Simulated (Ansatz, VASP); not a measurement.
# BaTiO3: VASP beside Ansatz

The input INCAR:

```
ALGO = Normal
EDIFF = 1E-6
ENCUT = 520
GGA = PS
ISIF = 2
ISMEAR = -1
KPAR = 4
LASPH = T
LCHARG = T
LDAU = T
LDAUJ = 0 0 0
LDAUL = -1 2 -1
LDAUPRINT = 1
LDAUTYPE = 2
LDAUU = 0 1 0
LMAXMIX = 4
LREAL = F
LVHAR = T
LWAVE = F
NBANDS = 51
NELM = 150
PREC = Accurate
SIGMA = 0.05
```

File KPOINTS:

```
k-points
0
Gamma
  7 7 4
```

File POSCAR:

```
BaTiO3
1.0
    4.0073000000      0.0000000000      0.0000000000
    0.0000000000      4.0073000000      0.0000000000
    0.0000000000      0.0000000000      8.0146000000
Ba Ti O
2 2 6
Direct
    0.5774118300      0.5950023200      0.2399217200
    0.5133239400      0.4560751000      0.7636477900
    0.0354144600      0.9982134600      0.0132376500
    0.9499882200      0.9711686500      0.5185272300
    0.5690732100      0.9256262100      0.9797733700
    0.4293289800      0.9665517700      0.5005258200
    0.9689020100      0.5955733500      0.9841481100
    0.9541317500      0.4628596100      0.5236707700
    0.9618464100      0.0102451400      0.2239939200
    0.0405791900      0.0186844000      0.7525536100
```

Contents of input.yaml:

```yaml
crystal:
  lattice:
    - [4.0073, 0.0, 0.0]
    - [0.0, 4.0073, 0.0]
    - [0.0, 0.0, 8.0146]
  atoms:
    - { symbol: Ba, position: [0.57741183, 0.59500232, 0.23992172] }
    - { symbol: Ba, position: [0.51332394, 0.4560751, 0.76364779] }
    - { symbol: Ti, position: [0.03541446, 0.99821346, 0.01323765] }
    - { symbol: Ti, position: [0.94998822, 0.97116865, 0.51852723] }
    - { symbol: O, position: [0.56907321, 0.92562621, 0.97977337] }
    - { symbol: O, position: [0.42932898, 0.96655177, 0.50052582] }
    - { symbol: O, position: [0.96890201, 0.59557335, 0.98414811] }
    - { symbol: O, position: [0.95413175, 0.46285961, 0.52367077] }
    - { symbol: O, position: [0.96184641, 0.01024514, 0.22399392] }
    - { symbol: O, position: [0.04057919, 0.0186844, 0.75255361] }
hamiltonian:
  xc: pbesol
  pseudopotentials: { kind: paw }
  hubbard: { sites: [{ species: Ti, l: d, u_eff: 1.0 }] }
kpoints:
  mp_grid: { grid: [7, 7, 4] }
  band_path:
    path:
      - [[0.0, 0.0, 0.0], [0.0, 0.5, 0.0], [0.5, 0.5, 0.0], [0.0, 0.0, 0.0], [0.0, 0.0, 0.5], [0.0, 0.5, 0.5], [0.5, 0.5, 0.5], [0.0, 0.0, 0.5]]
      - [[0.0, 0.5, 0.0], [0.0, 0.5, 0.5]]
      - [[0.5, 0.5, 0.0], [0.5, 0.5, 0.5]]
    npoints: 10
scf:
  occupations: { method: fermi_dirac, width: 0.05 }
  n_extra_bands: 25
output:
  forces: true
  stress: true
  eigenvalues: true
  fatbands: true
```

Alike in both runs: functional PBEsol; k mesh 7 × 7 × 4; occupations fermi-dirac, width 0.05 eV; no spin polarisation; Hubbard terms Ti d U = 1.0 eV.

|  | VASP | Ansatz |
| --- | --- | --- |
| version | VASP 6.6.1 | Ansatz 0.2.0 |
| potentials or method | VASP PAW PBE potentials, release 64 (Ba_sv, Ti_sv, O) | Ansatz PAW |
| plane-wave cutoff (eV) | 520 | 420 |
| valence electrons in the cell | 80 | 80 |
| task | single point | band structure |

Ansatz gave:

| Item | Value |
| --- | --- |
| gap on the k mesh at the Fermi level (eV) | 1.55 |
| least direct gap on the mesh (eV) | 1.55 |
| pressure (GPa) | 12.3 |
| traceless stress, the component that is largest in VASP (GPa) | -3.81 |
| rms of the force components (eV/Å) | 2.468 |

Task: Estimate VASP's values.

Result: gap on the k mesh at the Fermi level (eV): 1.55; least direct gap on the mesh (eV): 1.55; pressure (GPa): 15.6; traceless stress, the component that is largest in VASP (GPa): -4.13; rms of the force components (eV/Å): 2.629.

VASP's potentials were made for PBE, not for PBEsol. The programs project onto different local orbitals, so the same U acts differently, and such runs can settle in different states. Atom by atom the forces differ by 0.222 eV/Å (rms over components).

Neither program's run includes spin-orbit coupling.
